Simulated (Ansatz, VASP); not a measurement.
## SiC: VASP beside Ansatz

```
Si C
1.0
     0.00000    2.16448    2.16448
     2.16448    0.00000    2.16448
     2.16448    2.16448    0.00000
Si C
1 1
Direct
  0.00000 0.00000 0.00000
  0.25000 0.25000 0.25000
```

Alike in both runs: functional LDA; k mesh 10 × 10 × 10; occupations gaussian, width 0.02 eV; no spin polarisation.

Ansatz relaxed the structure, and its values are those at the end. VASP's run is a single point on that final structure, the one shown.

|  | VASP | Ansatz |
| --- | --- | --- |
| version | VASP 6.6.1 | Ansatz 0.2.0 |
| potentials or method | VASP PAW LDA potentials, release 64 (Si, C), cutoff 600 eV | scalar-relativistic, plane waves, PAW |
| valence electrons in the cell | 8 | 8 |

Ansatz gave:

- gap on the k mesh at the Fermi level (eV): 1.30
- least direct gap on the mesh (eV): 4.53
- pressure (GPa): 0.0

Task: Estimate VASP's values.

Result: gap on the k mesh at the Fermi level (eV): 1.29; least direct gap on the mesh (eV): 4.52; pressure (GPa): 0.3.

LDA's correlation is that of Perdew and Zunger in VASP and of Perdew and Wang (1992) in Ansatz.
